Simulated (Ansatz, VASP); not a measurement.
Two plane-wave programs on ZnSe

INCAR

```
ALGO = Normal
EDIFF = 1E-6
ENCUT = 520
GGA = PS
ISIF = 2
ISMEAR = -1
LASPH = True
LCHARG = False
LREAL = False
LWAVE = False
NBANDS = 16
NELM = 60
PREC = Accurate
SIGMA = 0.05
```

Contents of KPOINTS:

```
k-points
0
Gamma
  15 15 15
```

File POSCAR:

```
ZnSe
1.0
    0.0000000000      2.2710047455      2.2710047455
    2.2710047455      0.0000000000      2.2710047455
    2.2710047455      2.2710047455      0.0000000000
Zn Se
1 1
Direct
    0.0000000000      0.0000000000      0.0000000000
    0.5000000000      0.5000000000      0.5000000000
```

Input for Ansatz:

```yaml
crystal:
  lattice:
    - [0.0, 2.2710047455, 2.2710047455]
    - [2.2710047455, 0.0, 2.2710047455]
    - [2.2710047455, 2.2710047455, 0.0]
  atoms:
    - { symbol: Zn, position: [0.0, 0.0, 0.0] }
    - { symbol: Se, position: [0.5, 0.5, 0.5] }
kpoints:
  mp_grid: { grid: [15, 15, 15] }
scf:
  occupations: { method: fermi_dirac, width: 0.05 }
hamiltonian:
  xc: pbesol
  pseudopotentials: { kind: paw }
output:
  forces: true
  stress: true
  eigenvalues: true
  populations: true
```

Change from the starting cell: volume scaled by 0.64, PAW files.

Alike in both runs: task single point; functional PBEsol; k mesh 15 × 15 × 15; occupations fermi-dirac, width 0.05 eV; no spin polarisation.

```csv
,VASP,Ansatz
version,VASP 6.6.1,Ansatz 0.2.0
potentials or method,"VASP PAW PBE potentials, release 64 (Zn, Se)","PAW with Ansatz's default frozen-core files, scalar-relativistic"
plane-wave cutoff (eV),520,420
valence electrons in the cell,18,28
```

Ansatz gave:

| Quantity | Value |
| --- | --- |
| pressure (GPa) | 101.7 |

Q: Estimate VASP's values.

A: Pressure (GPa): 104.0.

VASP's potentials were made for PBE, not for PBEsol. Both programs put the cell under a high pressure, so it lies far from rest at this level. With one functional, cell and mesh, what is left measures potentials, basis and numerics. VASP's potentials hold 18 valence electrons a cell and Ansatz's 28, so a difference there can come from the potentials and not from the codes.

Noted on VASP's run: the cell as given lies far from equilibrium.
